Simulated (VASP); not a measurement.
A run of VASP 6.6.1 is set up as follows.

INCAR

```
AGGAC = 1.0 ; AGGAX = 1.0
ALDAC = 0.0 ; ALDAX = 1.0
ALGO = Normal ; EDIFF = 1E-6
ENCUT = 570 ; GGA = B5
GGA_COMPAT = F ; ISIF = 2
ISMEAR = -1 ; ISPIN = 2
LASPH = T ; LCHARG = F
LMAXMIX = 4 ; LORBIT = 11
LREAL = F ; LWAVE = F
MAGMOM = 1 ; NBANDS = 19
NELM = 200 ; PREC = Accurate
SIGMA = 0.05
```

The input KPOINTS:

```
k-points
0
Gamma
  14 14 14
```

The input POSCAR:

```
Pt
1.0
    0.0000000000      2.0255415881      2.0255415881
    2.0255415881      0.0000000000      2.0255415881
    2.0255415881      2.0255415881      0.0000000000
Pt
1
Direct
    0.0000000000      0.0000000000      0.0000000000
```

Potentials or basis: VASP PAW PBE potentials, release 64 (Pt_sv_GW).

Launch:

```bash
$ cat potpaw_PBE.64/Pt_sv_GW/POTCAR > POTCAR
$ mpirun -np 1 vasp_std > vasp.out
```

Predict the band gap on the k mesh.

zero (filled and empty bands overlap).

Estimate the pressure.

-0.2 GPa.

What does it give for the net moment?

0.00 μB per cell.

Caveat: the PAW data sets were made with another functional, which shifts forces and pressure a little; spin-orbit coupling is left out, which moves the levels of the heavy elements.
